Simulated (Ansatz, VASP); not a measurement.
# ZrS2: VASP beside Ansatz

POSCAR

```
ZrS2
1.0
    3.6743990828      0.0000000000      0.0000000000
   -1.8371995414      3.1821229494      0.0000000000
    0.0000000000      0.0000000000      5.8568562426
Zr S
1 2
Direct
    0.0000000000      0.0000000000      0.0000000000
    0.3333333333      0.6666666667      0.2462324613
    0.6666666667      0.3333333333      0.7537675387
```

Contents of INCAR.step1:

```
PREC     = Accurate       # precision mode
ENCUT    = 400            # plane-wave cutoff, eV
EDIFF    = 1E-5           # SCF threshold, eV
ISMEAR   = 0              # smearing method
SIGMA    = 0.01           # smearing width, eV
LREAL    = F              # projectors in reciprocal space
LASPH    = T              # aspherical terms in the spheres
NELM     = 120            # most SCF steps
ALGO     = Normal         # electronic algorithm
ISIF     = 2              # what is computed and relaxed
LWAVE    = T              # write WAVECAR
NBANDS   = 19             # bands
GGA      = PE             # functional
GGA_COMPAT= F
```

File INCAR.step2:

```
PREC     = Accurate       # precision mode
ENCUT    = 400            # plane-wave cutoff, eV
EDIFF    = 1E-6           # SCF threshold, eV
ISMEAR   = 0              # smearing method
SIGMA    = 0.01           # smearing width, eV
LREAL    = F              # projectors in reciprocal space
LASPH    = T              # aspherical terms in the spheres
NELM     = 120            # most SCF steps
ALGO     = Normal         # electronic algorithm
ISIF     = 2              # what is computed and relaxed
LWAVE    = F              # write WAVECAR
LCHARG   = T              # write CHGCAR
GGA      = PE             # functional
LHFCALC  = T              # exact exchange
AEXX     = 0.1            # exact-exchange fraction
HFSCREEN = 0.3            # screening, 1/A
PRECFOCK = Normal       
LELF     = T              # ELF
LVHAR    = T            
NBANDS   = 19             # bands
ISTART   = 1            
GGA_COMPAT= F
```

File KPOINTS:

```
Automatic mesh
0
Gamma
  6 6 2
```

Input for Ansatz:

```yaml
crystal:
  lattice:
    - [3.6743990828, 0.0, 0.0]
    - [-1.8371995414, 3.1821229494, 0.0]
    - [0.0, 0.0, 5.8568562426]
  atoms:
    - { symbol: Zr, position: [0.0, 0.0, 0.0] }
    - { symbol: S, position: [0.3333333333, 0.6666666667, 0.2462324613] }
    - { symbol: S, position: [0.6666666667, 0.3333333333, 0.7537675387] }
kpoints:
  mp_grid: { grid: [6, 6, 2] }
hamiltonian:
  xc: { exchange: pbe, correlation: pbe, exx: { coeff: 0.1, omega: 0.3 } }
scf:
  occupations: { method: fixed }
  n_extra_bands: 4
output:
  forces: true
  stress: true
  eigenvalues: true
```

Alike in both runs: task single point; functional PBE-based screened hybrid; k mesh 6 × 6 × 2; no spin polarisation.

|  | VASP | Ansatz |
| --- | --- | --- |
| version | VASP 6.6.1 | Ansatz 0.2.0 |
| potentials or method | VASP PAW PBE potentials, release 64 (Zr_sv, S) | plane waves |
| plane-wave cutoff (eV) | 400 | 420 |
| occupations | gaussian, width 0.01 eV | fixed |
| valence electrons in the cell | 24 | 24 |

|  | VASP | Ansatz | Ansatz less VASP |
| --- | --- | --- | --- |
| gap on the k mesh at the Fermi level (eV) | 1.11 | 1.11 | 0.000 |
| pressure (GPa) | 0.8 | 0.9 | +0.09 |
| traceless stress, the component that is largest in VASP (GPa) | 0.56 | 0.52 | -0.033 |
| rms of the force components (eV/Å) | 0.025 | 0.028 | +0.0036 |

VASP's potentials were made for PBE, not for PBE-based screened hybrid. Atom by atom the forces differ by 0.004 eV/Å (rms over components). Ansatz's warnings: stress exchange threshold loose, stress scf threshold loose.

The k mesh is coarse, so the values compare programs but aren't converged.
